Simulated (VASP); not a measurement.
Input of a VASP 6.6.1 run:

Contents of INCAR:

```
PREC = Accurate ; ENCUT = 520
EDIFF = 1E-6 ; ISMEAR = -1
SIGMA = 0.05 ; LREAL = F
LASPH = T ; NELM = 150
ALGO = Normal ; ISIF = 2
LWAVE = F ; LCHARG = F
MAGMOM = 0 0 0 0 0 0 ; LORBIT = 11
LSORBIT = T ; GGA_COMPAT = F
LORBMOM = T ; GGA = PE
NBANDS = 32
```

File KPOINTS:

```
Automatic mesh
0
Gamma
  8 8 8
```

File POSCAR:

```
PbS
1.0
    0.0000000000      2.9458450378      2.9458450378
    2.9458450378      0.0000000000      2.9458450378
    2.9458450378      2.9458450378      0.0000000000
Pb S
1 1
Direct
    0.0000000000      0.0000000000      0.0000000000
    0.5000000000      0.5000000000      0.5000000000
```

Potentials or basis: VASP PAW PBE potentials, release 64 (Pb_d, S).

Launch:

```console
$ cat potpaw_PBE.64/Pb_d/POTCAR potpaw_PBE.64/S/POTCAR > POTCAR
$ mpirun -np 1 vasp_ncl > vasp.out
```

(1) Estimate the net moment.

(2) Estimate the pressure.

## Answers

(1) 0.00 μB per cell.

(2) 3.1 GPa.

Caveat: the cell stands under pressure.
